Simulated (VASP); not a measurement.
Here is a VASP 6.6.1 calculation.

File INCAR:

```
ALGO = Normal
EDIFF = 1E-8
ENCUT = 520
GGA = PS
ISIF = 2
ISMEAR = -1
LASPH = T
LCHARG = F
LEFG = T
LREAL = F
LWAVE = F
NBANDS = 27
NELM = 80
PREC = Accurate
SIGMA = 0.02
```

KPOINTS

```
k-points
0
Gamma
  7 7 6
```

File POSCAR:

```
InSe
1.0
    5.9829888098     -2.0953043501      0.0000000000
    5.9829888098      2.0953043501      0.0000000000
   -1.6307847522      0.0000000000      4.4084555117
In Se
2 2
Direct
    0.8840000000      0.8840000000      0.0050000000
    0.1160000000      0.1160000000      0.9950000000
    0.6600000000      0.6600000000      0.6420000000
    0.3400000000      0.3400000000      0.3580000000
```

Potentials or basis: VASP PAW PBE potentials, release 64 (In_d, Se).

The run is started by

```sh
$ cat potpaw_PBE.64/In_d/POTCAR potpaw_PBE.64/Se/POTCAR > POTCAR
$ mpirun -np 1 vasp_std > vasp.out
```

(1) What does it give for the band gap on the k mesh?

(2) Estimate the largest force.

(3) Predict the pressure.

Answers

(1) 0.76 eV (least direct gap 1.17 eV).

(2) 0.627 eV/Å.

(3) -3.1 GPa.

Caveat: the cell stands under tension; without QUAD_EFG the Cq values of the log hold for a quadrupole moment of 1 mb, not for the nuclei; the PAW data sets were made with another functional, which shifts forces and pressure a little; spin-orbit coupling is left out, which moves the levels of the heavy elements.
